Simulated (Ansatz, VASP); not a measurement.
Two plane-wave programs on CsTaS2

The input INCAR:

```
  ALGO = Normal
  EDIFF = 1E-6
  ENCUT = 520
  GGA = PE
  ISIF = 2
  ISMEAR = 0
  LASPH = True
  LCHARG = False
  LREAL = False
  LWAVE = False
  NBANDS = 24
  NELM = 100
  PREC = Accurate
  SIGMA = 0.1
```

Contents of KPOINTS:

```
k-points
0
Gamma
  6 6 2
```

POSCAR

```
CsTaS2
1.0
    3.3140008500      0.0000000000      0.0000000000
   -1.6570004300      2.8700089300      0.0000000000
    0.0000000000      0.0000000000      7.9994389700
Cs Ta S
1 1 2
Direct
    0.3333333300      0.6666666700      0.5000000000
    0.0000000000      0.0000000000      0.0000000000
    0.6666666700      0.3333333300      0.8052246400
    0.6666666700      0.3333333300      0.1947753600
```

Input for Ansatz:

```yaml
crystal:
  lattice:
    - [3.31400085, 0.0, 0.0]
    - [-1.65700043, 2.87000893, 0.0]
    - [0.0, 0.0, 7.99943897]
  atoms:
    - { symbol: Cs, position: [0.33333333, 0.66666667, 0.5] }
    - { symbol: Ta, position: [0.0, 0.0, 0.0] }
    - { symbol: S, position: [0.66666667, 0.33333333, 0.80522464] }
    - { symbol: S, position: [0.66666667, 0.33333333, 0.19477536] }
basis:
  ecutwfc: 420
kpoints:
  mp_grid: { grid: [6, 6, 2] }
hamiltonian:
  xc: pbe
scf:
  occupations: { method: gaussian, width: 0.1 }
  lower_state_search: "off"
output:
  forces: true
  stress: true
  eigenvalues: true
```

Alike in both runs: task single point; functional PBE; k mesh 6 × 6 × 2; occupations gaussian, width 0.1 eV; no spin polarisation.

|  | VASP | Ansatz |
| --- | --- | --- |
| version | VASP 6.6.1 | Ansatz 0.2.0 |
| potentials or method | VASP PAW PBE potentials, release 64 (Cs_sv, Ta_pv, S), cutoff 520 eV | scalar-relativistic, plane waves, PAW |
| valence electrons in the cell | 32 | 34 |

```tsv
	VASP	Ansatz	Ansatz less VASP
gap on the k mesh at the Fermi level (eV)	0.14	0.19	+0.049
least direct gap on the mesh (eV)	1.25	1.31	+0.056
pressure (GPa)	16.6	16.2	-0.46
traceless stress, the component that is largest in VASP (GPa)	-3.86	-3.93	-0.068
rms of the force components (eV/Å)	0.233	0.218	-0.0154
```

Atom by atom the forces differ by 0.015 eV/Å (rms over components). VASP's potentials hold 32 valence electrons a cell and Ansatz's 34, so a difference there can come from the potentials and not from the codes.

Spin-orbit coupling is off throughout.
